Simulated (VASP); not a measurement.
A run of VASP 6.6.1 is set up as follows.

The input INCAR:

```
PREC = Accurate
ENCUT = 520
EDIFF = 1E-8
ISMEAR = 0
SIGMA = 0.01
LREAL = F
LASPH = T
NELM = 60
ALGO = Normal
ISIF = 2
LWAVE = F
LCHARG = F
GGA = PS
IBRION = 8
NSW = 1
```

File KPOINTS:

```
Automatic mesh
0
Gamma
  6 6 6
```

File POSCAR:

```
CdTe
1.0
    3.0197278314      3.0197278314      0.0000000000
   -3.0197278314      3.0197278314      0.0000000000
    0.0000000000      3.0197278314      3.0197278314
Cd Te
1 1
Direct
    0.0000000000      0.0000000000      0.0000000000
    0.7500000000      0.2500000000      0.5000000000
```

Potentials or basis: VASP PAW PBE potentials, release 64 (Cd, Te).

Command:

```bash
$ cat potpaw_PBE.64/Cd/POTCAR potpaw_PBE.64/Te/POTCAR > POTCAR
$ mpirun -np 1 vasp_std > vasp.out
```

Task: Predict the highest phonon frequency at Γ, LO-TO splitting left out.

Result: 204 cm⁻¹.

Phonon frequencies in cm⁻¹ (negative: imaginary):
```
              q point        frequencies
(0.000, 0.000, 0.000)  0 0 0 204 204 204
```

Caveat: the cell wasn't relaxed at this level first, which shifts response properties.
